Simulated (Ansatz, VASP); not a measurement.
Cs in VASP and in Ansatz

The input INCAR:

```
SYSTEM = Cs
PREC     = Accurate       ! precision mode
ENCUT    = 520            ! plane-wave cutoff, eV
EDIFF    = 1E-6           ! SCF threshold, eV
ISMEAR   = 0              ! smearing method
SIGMA    = 0.15           ! smearing width, eV
LREAL    = .FALSE.        ! projectors in reciprocal space
LASPH    = .TRUE.         ! aspherical terms in the spheres
NELM     = 100            ! most SCF steps
ALGO     = Fast           ! electronic algorithm
ISIF     = 2              ! what is computed and relaxed
LWAVE    = .FALSE.        ! write WAVECAR
LCHARG   = .FALSE.        ! write CHGCAR
GGA      = PE             ! functional
NBANDS   = 10             ! bands
```

KPOINTS

```
regular mesh
0
G
  12 12 12
  0 0 0
```

POSCAR

```
Cs
1.0
   -3.1736250000      3.1736250000      2.9469375000
    3.1736250000     -3.1736250000      2.9469375000
    3.1736250000      3.1736250000     -2.9469375000
Cs
1
Direct
    0.0000000000      0.0000000000      0.0000000000
```

Input for Ansatz:

```yaml
crystal:
  lattice:
    - [-3.173625, 3.173625, 2.9469375]
    - [3.173625, -3.173625, 2.9469375]
    - [3.173625, 3.173625, -2.9469375]
  atoms:
    - { symbol: Cs, position: [0.0, 0.0, 0.0] }
basis:
  ecutwfc: 420
kpoints:
  mp_grid: { grid: [12, 12, 12] }
hamiltonian:
  xc: pbe
scf:
  occupations: { method: gaussian, width: 0.15 }
output:
  forces: true
  stress: true
  eigenvalues: true
  write_density: true
  write_potential: true
  elf: true
  volumetric_format: npy
```

Change from the starting cell: strain +0.050 along x and y, -0.025 along z, atoms carried along.

Alike in both runs: task single point; functional PBE; k mesh 12 × 12 × 12; occupations gaussian, width 0.15 eV; no spin polarisation.

|  | VASP | Ansatz |
| --- | --- | --- |
| version | VASP 6.6.1 | Ansatz 0.2.0 |
| potentials or method | VASP PAW PBE potentials, release 64 (Cs_sv), cutoff 520 eV | scalar-relativistic, plane waves, PAW |
| valence electrons in the cell | 9 | 9 |

|  | VASP | Ansatz | Ansatz less VASP |
| --- | --- | --- | --- |
| gap on the k mesh at the Fermi level (eV) | none | none | - |
| pressure (GPa) | 0.0 | 0.0 | +0.01 |

A gap of «none» marks a metal or a gap that the smearing closes. The functional is the same, so the differences come from potentials, cutoffs and numerics.

Neither program's run includes spin-orbit coupling.
